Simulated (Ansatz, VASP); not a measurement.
# Two plane-wave programs on NaC3

```
Na C
1.0
     4.37727    0.00000    0.00000
    -2.18864    3.79083    0.00000
     0.00000    0.00000    4.93855
Na C
2 6
Direct
  0.33333 0.66667 0.50000
  0.66667 0.33333 0.50000
  0.00000 0.66673 0.00000
  0.66673 0.00000 0.00000
  0.33327 0.33327 0.00000
  0.66673 0.66673 0.00000
  0.33327 0.00000 0.00000
  0.00000 0.33327 0.00000
```

Alike in both runs: functional PBE; k mesh 12 × 12 × 8; occupations gaussian, width 0.1 eV; no spin polarisation.

Ansatz relaxed the structure, and its values are those at the end. VASP's run is a single point on that final structure, the one shown.

|  | VASP | Ansatz |
| --- | --- | --- |
| version | VASP 6.6.1 | Ansatz 0.2.0 |
| potentials or method | VASP PAW PBE potentials, release 64 (Na_pv, C), cutoff 520 eV | scalar-relativistic, plane waves, PAW |
| valence electrons in the cell | 38 | 42 |

|  | VASP | Ansatz | Ansatz less VASP |
| --- | --- | --- | --- |
| gap on the k mesh at the Fermi level (eV) | none | none | - |
| pressure (GPa) | 0.3 | 0.0 | -0.27 |

A gap of «none» marks a metal or a gap that the smearing closes. The functional is the same, so the differences come from potentials, cutoffs and numerics. VASP's potentials hold 38 valence electrons a cell and Ansatz's 42, so a difference there can come from the potentials and not from the codes.
